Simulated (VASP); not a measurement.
# NiO (Fm-3m) in VASP: further runs, part 2 of 2

VASP 6.6.1. The steps go on from the part before.

### Step 4. Relaxation of cell and atoms, PBEsol, collinear spin, ferromagnetic start, target pressure 30 GPa, at which the enthalpy is minimised

The input, INCAR:

```
SYSTEM = NiO
PREC = Accurate ; ENCUT = 600
EDIFF = 1E-6 ; ISMEAR = -1
SIGMA = 0.05 ; LREAL = .False.
LASPH = .True. ; NELM = 150
ALGO = Normal ; ISIF = 3
LWAVE = .False. ; LCHARG = .False.
ISPIN = 2 ; MAGMOM = 1 0
LORBIT = 11 ; LMAXMIX = 4
GGA = PS ; IBRION = 2
NSW = 60 ; EDIFFG = -0.01
PSTRESS = 300.0
```

The input, KPOINTS:

```
Automatic mesh
0
Gamma
  11 11 11
  0 0 0
```

The input, POSCAR:

```
NiO
1.0
    0.0000000000      2.0859016414      2.0859016414
    2.0859016414      0.0000000000      2.0859016414
    2.0859016414      2.0859016414      0.0000000000
Ni O
1 1
Direct
    0.0000000000      0.0000000000      0.0000000000
    0.5000000000      0.5000000000      0.5000000000
```

Potentials or basis: VASP PAW PBE potentials, release 64 (Ni, O).

Started as:

```sh
cat potpaw_PBE.64/Ni/POTCAR potpaw_PBE.64/O/POTCAR > POTCAR
mpirun -np 1 vasp_std > vasp.out
```

OUTCAR:

```text
SYSTEM = NiO
   PREC = Accurate
   ENCUT = 600
   EDIFF = 1E-6
   ISMEAR = -1
   LREAL = .False.
   LASPH = .True.
   NELM = 150
   ISIF = 3
   ISPIN = 2
   LORBIT = 11
   GGA = PS
   IBRION = 2
   NSW = 60
   EDIFFG = -0.01
   PSTRESS = 300.0

 ion  position               nearest neighbor table
   1  0.000  0.000  0.000-   2 2.09   2 2.09   2 2.09   2 2.09   2 2.09   2 2.09
   2  0.500  0.500  0.500-   1 2.09   1 2.09   1 2.09   1 2.09   1 2.09   1 2.09

  LATTYP: Found a face centered cubic cell.
 ALAT       =     4.1718032828

  Lattice vectors:

 A1 = (   0.0000000000,   2.0859016414,   2.0859016414)
 A2 = (   2.0859016414,   0.0000000000,   2.0859016414)
 A3 = (   2.0859016414,   2.0859016414,   0.0000000000)

Analysis of symmetry for initial positions (statically):
=====================================================================
 Subroutine PRICEL returns:
 Original cell was already a primitive cell.

 Routine SETGRP: Setting up the symmetry group for a
 face centered cubic supercell.

 Subroutine GETGRP returns: Found 48 space group operations
 (whereof 48 operations were pure point group operations)
 out of a pool of 48 trial point group operations.

The static configuration has the point symmetry O_h .

Analysis of symmetry for dynamics (positions and initial velocities):
=====================================================================
 Subroutine PRICEL returns:
 Original cell was already a primitive cell.

 Routine SETGRP: Setting up the symmetry group for a
 face centered cubic supercell.

 Subroutine GETGRP returns: Found 48 space group operations
 (whereof 48 operations were pure point group operations)
 out of a pool of 48 trial point group operations.

The dynamic configuration has the point symmetry O_h .

Analysis of structural, dynamic, and magnetic symmetry:
=====================================================================
 Subroutine PRICEL returns:
 Original cell was already a primitive cell.

 Routine SETGRP: Setting up the symmetry group for a
 face centered cubic supercell.

 Subroutine GETGRP returns: Found 48 space group operations
 (whereof 48 operations were pure point group operations)
 out of a pool of 48 trial point group operations.

The overall configuration has the point symmetry O_h .

 Subroutine INISYM returns: Found 48 space group operations
 (whereof 48 operations are pure point group operations),
 and found     1 'primitive' translations

----------------------------------------------------------------------------------------

                                     Primitive cell

  volume of cell :      18.1515

  direct lattice vectors                    reciprocal lattice vectors
     0.000000000  2.085901641  2.085901641    -0.239704495  0.239704495  0.239704495
     2.085901641  0.000000000  2.085901641     0.239704495 -0.239704495  0.239704495
     2.085901641  2.085901641  0.000000000     0.239704495  0.239704495 -0.239704495

  length of vectors
     2.949910391  2.949910391  2.949910391     0.415180364  0.415180364  0.415180364

  position of ions in fractional coordinates (direct lattice)
     0.000000000  0.000000000  0.000000000
     0.500000000  0.500000000  0.500000000

  ion indices of the primitive-cell ions
   primitive index   ion index
                 1           1
                 2           2

----------------------------------------------------------------------------------------

 KPOINTS: Automatic mesh

[... 47 lines left out ...]
 -0.181818  0.181818  0.000000     12.000000
 [... further k-points ...]
   k-points           NKPTS =     56   k-points in BZ     NKDIM =     56   number of bands    NBANDS=     13
   number of dos      NEDOS =    301   number of ions     NIONS =      2
   total plane-waves  NPLWV =  13824
   dimension x,y,z NGX =    24 NGY =   24 NGZ =   24
   dimension x,y,z NGXF=    48 NGYF=   48 NGZF=   48
   ions per type =               1   1
   NGX,Y,Z   is equivalent  to a cutoff of  13.53, 13.53, 13.53 a.u.
   NGXF,Y,Z  is equivalent  to a cutoff of  27.05, 27.05, 27.05 a.u.
 SYSTEM =  NiO
   PREC   = accura    normal or accurate (medium, high low for compatibility)
   ISTART =      0    job   : 0-new  1-cont  2-samecut
   ICHARG =      2    charge: 1-file 2-atom 10-const
   ISPIN  =      2    spin polarized calculation?
   LNONCOLLINEAR =      F non collinear calculations
   LSORBIT =      F    spin-orbit coupling
   LASPH  =      T    aspherical Exc in radial PAW
   ENCUT  =  600.0 eV  44.10 Ry    6.64 a.u.   5.89  5.89  5.89*2*pi/ulx,y,z
   NELM   =    150;   NELMIN=  2; NELMDL= -5     # of ELM steps
   EDIFF  = 0.1E-05   stopping-criterion for ELM
   LREAL  =      F    real-space projection
   EDIFFG = -.1E-01   stopping-criterion for IOM
   NSW    =     60    number of steps for IOM
   IBRION =      2    ionic relax: 0-MD 1-quasi-New 2-CG
   NFREE  =      1    steps in history (QN), initial steepest desc. (CG)
   ISIF   =      3    stress and relaxation
   ISYM   =      2    0-nonsym 1-usesym 2-fastsym
   POTIM  = 0.5000    time-step for ionic-motion
   TEBEG  =    0.0;   TEEND  =   0.0 temperature during run
   PSTRESS=  300.0 pullay stress
   NELECT =      16.0000    total number of electrons
   NUPDOWN=      -1.0000    fix difference up-down
   EMIN   =  10.00;   EMAX   =-10.00  energy-range for DOS
   EFERMI =   0.00;   METHOD = LEGACY
   ISMEAR =    -1;   SIGMA  =   0.05  broadening in eV -4-tet -1-fermi 0-gaus
   EFERMI_NEDOS =   21; number of points for ismear=-14 and -15
   IALGO  =     38    algorithm
   IMIX   =      4    mixing-type and parameters
     AMIX     =   0.40;   BMIX     =  1.00
     AMIX_MAG =   1.60;   BMIX_MAG =  1.00
  volume/ion in A,a.u.               =       9.08        61.25
  Fermi-wavevector in a.u.,A,eV,Ry     =   1.569680  2.966264 33.523312  2.463894
  Thomas-Fermi vector in A             =   2.671526
   LORBIT       =     11    0 simple, 1 ext, 2 COOP (PROOUT), +10 PAW based schemes
   GGA     = PS    functional components
   LHFCALC =     F    Hartree Fock is set to
   AEXX    =    0.0000 exact exchange contribution
   IVDW    =     0    specifies the selected vdW correction
   LEPSILON=     F    determine dielectric tensor
   LRPA    =     F    only Hartree local field effects (RPA)
 conjugate gradient relaxation of ions
 spin polarized calculation
  energy-cutoff  :      600.00
  volume of cell :       18.15
 maximum number of plane-waves:       620
   NGX = 11   NGY = 11   NGZ = 11

--------------------------------------- Ionic step        1  -------------------------------------------

 number of electron      16.0000001 magnetization       1.3435850

 Free energy of the ion-electron system (eV)
  ---------------------------------------------------
  ext. energy  EPLUGINS =         0.00000000
  ---------------------------------------------------
  free energy    TOTEN  =       -12.38820839 eV

  energy without entropy =      -12.37499077  energy(sigma->0) =      -12.38159958

 E-fermi :   7.8093     XC(G=0): -12.9620

 val. band max:        7.8048302613   @ k =  -0.4545   0.3636   0.1818
 cond. band min:       7.8256991671   @ k =   0.3636   0.1818   0.0909
 fundamental gap:      0.0208689058
 Fermi energy:         7.8092692806

 spin component 1

 k-point     1 :       0.0000    0.0000    0.0000
  band No.  band energies     occupation
      1     -12.6484      1.00000
      2       4.6609      1.00000
      3       4.6609      1.00000
      4       4.6609      1.00000
      5       5.0891      1.00000
      6       5.0892      1.00000
      7       5.3700      1.00000
      8       5.3701      1.00000
      9       5.3701      1.00000
     10       9.2561      0.00000
     11      25.4125      0.00000
     12      26.6238      0.00000
[... 984 lines left out ...]
--------------------------------------- Ionic step        7  -------------------------------------------

 number of electron      15.9999999 magnetization       0.3706391

 Free energy of the ion-electron system (eV)
  ---------------------------------------------------
  ext. energy  EPLUGINS =         0.00000000
  ---------------------------------------------------
  free energy    TOTEN  =       -12.26588477 eV

  energy without entropy =      -12.25664566  energy(sigma->0) =      -12.26126522

 E-fermi :  10.3245     XC(G=0): -13.9099

 val. band max:       10.3092951150   @ k =   0.2727   0.2727   0.0000
 cond. band min:      10.3396371902   @ k =  -0.4545   0.2727   0.0000
 fundamental gap:      0.0303420752
 Fermi energy:        10.3244532332

 spin component 1

 k-point     1 :       0.0000    0.0000    0.0000
  band No.  band energies     occupation
      1     -11.8088      1.00000
      2       6.4282      1.00000
      3       6.4282      1.00000
      4       6.4282      1.00000
      5       7.7551      1.00000
      6       7.7551      1.00000
      7       7.7551      1.00000
      8       7.9946      1.00000
      9       7.9947      1.00000
     10      12.7815      0.00000
     11      28.3242      0.00000
     12      30.4468      0.00000
[... 790 lines left out ...]
  energy  without entropy=      -12.2566456587  energy(sigma->0) =      -12.26126522

  enthalpy is  TOTEN    =        -9.3595872907 eV   P V=        2.9062974820

 reached required accuracy - stopping structural energy minimisation

 total charge

# of ion       s       p       d       tot
------------------------------------------
    1        0.394   0.542   8.475   9.410
    2        1.564   3.439   0.000   5.003
--------------------------------------------------
tot          1.958   3.982   8.475  14.414

 magnetization (x)

# of ion       s       p       d       tot
------------------------------------------
    1        0.005   0.005   0.304   0.315
    2        0.010   0.037   0.000   0.047
--------------------------------------------------
tot          0.014   0.042   0.304   0.361
```

OSZICAR:

```text
N       E                     dE             d eps       ncg     rms          rms(c)
DAV:   1     0.950961613531E+02    0.95096E+02   -0.85102E+03  2952   0.170E+03
DAV:   2    -0.805385569733E+01   -0.10315E+03   -0.91191E+02  3127   0.309E+02
[... 65 lines left out ...]
DAV:   1    -0.122664299147E+02    0.51579E-02   -0.87958E-03  3132   0.166E+00    0.187E-01
DAV:   2    -0.122659826877E+02    0.44723E-03   -0.17856E-03  3312   0.992E-01    0.975E-02
DAV:   3    -0.122659182466E+02    0.64441E-04   -0.33095E-04  3694   0.473E-01    0.545E-02
DAV:   4    -0.122658896531E+02    0.28593E-04   -0.58640E-05  4125   0.183E-01    0.222E-02
DAV:   5    -0.122658848257E+02    0.48274E-05   -0.79912E-06  4111   0.417E-02    0.706E-03
DAV:   6    -0.122658847728E+02    0.52904E-07   -0.30961E-07  1456   0.754E-03
   7 F= -.93595873E+01 E0= -.93549677E+01  d E =-.580539E-04  mag=     0.3706
```

CONTCAR:

```text
NiO
   1.00000000000000
     0.0000000000000000    1.9798538504902254    1.9798538504902254
     1.9798538504902257    0.0000000000000000    1.9798538504902254
     1.9798538504902257    1.9798538504902254   -0.0000000000000000
  Ni              O
     1     1
Direct
     0.0000000000000000    0.0000000000000000    0.0000000000000000
     0.5000000000000000    0.5000000000000000    0.5000000000000000

  0.00000000E+00  0.00000000E+00  0.00000000E+00
  0.00000000E+00  0.00000000E+00  0.00000000E+00
```

Wall time 82 s (1 thread of Intel Xeon Platinum 8488C (Sapphire Rapids), shared host); peak memory 0.17 GiB.

Results:

```yaml
Free_energy: -12.2659 eV
Relaxed_volume: 7.76 Å³/atom
Relaxed_cell: a = 2.800 Å, b = 2.800 Å, c = 2.800 Å, α = 60.00°, β = 60.00°, γ = 60.00°
Space_group_after_relaxing_to_0.05_Å: Fm-3m (No. 225)
Energy_change_on_relaxing_the_enthalpy_is_what_falls: +61.2 meV/atom
Ionic_steps: 7
Pressure_after_relaxing: 30.0 GPa
Net_moment: 0.37 μB per cell
Site_moments: Ni +0.32; O +0.05 μB
Valence_electrons_inside_the_program's_atomic_spheres: Ni 9.41; O 5.00
```

The path:
```csv
step,energy change (eV),largest force (eV/Å),pressure (GPa),volume (Å³)
1,0.0000,0.0000,-7.82,18.15
2,1.1749,0.0000,121.06,13.09
3,0.1055,0.0000,27.91,15.61
4,0.1182,0.0000,29.38,15.54
5,0.1275,0.0000,30.60,15.49
6,0.1166,0.0000,29.37,15.55
7,0.1223,0.0000,29.97,15.52
```

Final structure:
```xyz
2
Lattice="0.0000 1.9799 1.9799 1.9799 0.0000 1.9799 1.9799 1.9799 0.0000" Properties=species:S:1:pos:R:3 pbc="T T T"
Ni    0.0000    0.0000    0.0000
O     1.9799    1.9799    1.9799
```

Levels at points of the mesh, in eV from the Fermi level:
Spin up:
```csv
k point,band 5,band 6,band 7,band 8,band 9,band 10,band 11,band 12
"(0.00, 0.00, 0.00)",-2.57,-2.57,-2.57,-2.33,-2.33,2.46,18.00,20.12
```
Spin down:
| k point | band 4 | band 5 | band 6 | band 7 | band 8 | band 9 | band 10 | band 11 | band 12 | band 13 |
| --- | --- | --- | --- | --- | --- | --- | --- | --- | --- | --- |
| (0.00, 0.00, 0.00) | -3.80 | -2.37 | -2.37 | -2.37 | -1.83 | -1.83 | 2.54 | 18.00 | 20.19 | 20.19 |

Caveat: the cell is relaxed towards a set pressure, so the enthalpy falls and the energy may rise; the PAW data sets were made with another functional, which shifts forces and pressure a little; semilocal functionals often make such compounds metallic where correlation or magnetic order opens a gap, which also shifts bond lengths. With open d or f shells a metallic result of PBEsol can be an artefact of self-interaction; +U or a hybrid may open a gap.

### Step 5. Relaxation of cell and atoms, BLYP, collinear spin, ferromagnetic start

The input, INCAR:

```
SYSTEM = NiO
AGGAC = 1.0
AGGAX = 1.0
ALDAC = 0.0
ALDAX = 1.0
ALGO = Normal
EDIFF = 1E-6
EDIFFG = -0.01
ENCUT = 600
GGA = B5
IBRION = 2
ISIF = 3
ISMEAR = -5
ISPIN = 2
LASPH = .True.
LCHARG = .False.
LMAXMIX = 4
LORBIT = 11
LREAL = .False.
LWAVE = .False.
MAGMOM = 1.7 0.38
NELM = 150
NSW = 60
PREC = Accurate
SIGMA = 0.05
```

The input, KPOINTS:

```
k-points
0
Gamma
  11 11 11
  0 0 0
```

POSCAR is that of step 4.

Started as:

```sh
cat potpaw_PBE.64/Ni/POTCAR potpaw_PBE.64/O/POTCAR > POTCAR
mpirun -np 1 vasp_std > vasp.out
```

It took 74 s on 1 thread of Intel Xeon Platinum 8488C (Sapphire Rapids), shared host; peak memory 0.17 GiB.

The run converged. Its results:

```
Free energy                                           : -10.6257 eV
Relaxed volume                                        : 9.82 Å³/atom
Relaxed cell                                          : a = 3.028 Å, b = 3.028 Å, c = 3.028 Å, α = 60.00°, β = 60.00°, γ = 60.00°
Space group after relaxing (to 0.05 Å)                : Fm-3m (No. 225)
Energy gained by relaxing                             : 27.1 meV/atom
Ionic steps                                           : 4
Pressure after relaxing                               : 0.0 GPa
Net moment                                            : 1.92 μB per cell
Site moments                                          : Ni +1.54; O +0.32 μB
Valence electrons inside the program's atomic spheres : Ni 8.87; O 4.96
```

The path:
```
step  energy change (eV)  largest force (eV/Å)  pressure (GPa)  volume (Å³)
   1              0.0000                0.0000           14.10        18.15
   2             -0.0404                0.0000           -5.13        20.33
   3             -0.0543                0.0000            0.96        19.51
   4             -0.0542                0.0000           -0.03        19.64
```

Final structure:
```
Ni O
1.0
     0.00000    2.14132    2.14132
     2.14132    0.00000    2.14132
     2.14132    2.14132    0.00000
Ni O
1 1
Direct
  0.00000 0.00000 0.00000
  0.50000 0.50000 0.50000
```

Levels at points of the mesh, in eV from the Fermi level:
Spin up:
```tsv
k point	band 6	band 7	band 8	band 9	band 10	band 11	band 12	band 13
(0.00, 0.00, 0.00)	-2.59	-2.54	-2.54	-2.54	1.47	18.40	18.73	18.73
```
Spin down:
```csv
k point,band 3,band 4,band 5,band 6,band 7,band 8,band 9,band 10,band 11,band 12
"(0.00, 0.00, 0.00)",-2.00,-2.00,-1.70,-1.70,-1.70,-0.38,-0.38,1.84,18.35,18.94
```

Caveat: the PAW data sets were made with another functional, which shifts forces and pressure a little; a cell with one magnetic atom can't hold antiferromagnetic order, which such compounds often take; semilocal functionals often make such compounds metallic where correlation or magnetic order opens a gap, which also shifts bond lengths; tetrahedron occupations give inexact forces and stress in metals.

### Step 6. Single point, PBE, collinear spin, ferromagnetic start

The input, INCAR:

```
PREC = Accurate
ENCUT = 520
EDIFF = 1E-6
ISMEAR = 0
SIGMA = 0.020999999999999998
LREAL = False
LASPH = True
NELM = 150
ALGO = Normal
ISIF = 2
LWAVE = False
LCHARG = False
ISPIN = 2
MAGMOM = 1 0
LORBIT = 11
LMAXMIX = 4
GGA = PE
NBANDS = 19
```

The input, KPOINTS:

```
regular mesh
0
Gamma
  11 11 11
```

POSCAR is that of step 5.

Potentials or basis: VASP PAW PBE potentials, release 64 (Ni, O).

Started as:

```sh
cat potpaw_PBE.64/Ni/POTCAR potpaw_PBE.64/O/POTCAR > POTCAR
mpirun -np 1 vasp_std > vasp.out
```

It used 48 s of CPU time on 1 thread of AMD EPYC 7R13 Processor (Zen 3) (shared host).

Results (log left out):

* Free energy: -11.4672 eV
* Pressure: 6.1 GPa
* Net moment: 1.77 μB per cell
* Site moments: Ni +1.46; O +0.27 μB
* Valence electrons inside the program's atomic spheres: Ni 8.99; O 4.98

Levels at points of the mesh, in eV from the Fermi level:
Spin up:
```tsv
k point	band 5	band 6	band 7	band 8	band 9	band 10	band 11	band 12	band 13	band 14
(0.00, 0.00, 0.00)	-2.97	-2.97	-2.65	-2.65	-2.65	1.59	17.90	18.98	18.98	18.98
```
Spin down:
| k point | band 3 | band 4 | band 5 | band 6 | band 7 | band 8 | band 9 | band 10 | band 11 | band 12 |
| --- | --- | --- | --- | --- | --- | --- | --- | --- | --- | --- |
| (0.00, 0.00, 0.00) | -2.45 | -2.45 | -1.83 | -1.83 | -1.83 | -0.58 | -0.58 | 1.94 | 17.83 | 19.19 |

Caveat: a cell with one magnetic atom can't hold antiferromagnetic order, which such compounds often take; semilocal functionals often make such compounds metallic where correlation or magnetic order opens a gap, which also shifts bond lengths. With open d or f shells a metallic result of PBE can be an artefact of self-interaction; +U or a hybrid may open a gap.

### Step 7. Overview

| task | level | cell | cutoff (eV) | smearing | gap on the mesh (eV) | pressure (GPa) | moment (μB) |
| --- | --- | --- | --- | --- | --- | --- | --- |
| relaxation of cell and atoms | PBEsol | relaxed to 10 GPa | 600 | fermi-dirac 0.05 eV | none | 10.0 | 0.38 |
| relaxation of cell and atoms | PBEsol | relaxed to 20 GPa | 600 | fermi-dirac 0.05 eV | none | 19.9 | 0.37 |
| relaxation of cell and atoms | PBEsol | relaxed to 30 GPa | 600 | fermi-dirac 0.05 eV | none | 30.0 | 0.37 |
| relaxation of cell and atoms | BLYP | relaxed | 600 | tetrahedron | none | 0.0 | 1.92 |
| single point | PBE | as given | 520 | gaussian 0.021 eV | none | 6.1 | 1.77 |

Alike in all rows: potentials or basis VASP PAW PBE potentials, release 64 (Ni, O); spin collinear, ferromagnetic start; k mesh 11 × 11 × 11.

Caveats: semilocal functionals often make such compounds metallic where correlation or magnetic order opens a gap, which also shifts bond lengths; the PAW data sets were made with another functional, which shifts forces and pressure a little (some runs); the cell is relaxed towards a set pressure, so the enthalpy falls and the energy may rise (some runs); a cell with one magnetic atom can't hold antiferromagnetic order, which such compounds often take (some runs); tetrahedron occupations give inexact forces and stress in metals (some runs).

Total energies depend on the potentials used, so only differences within one code and one set of settings carry meaning.
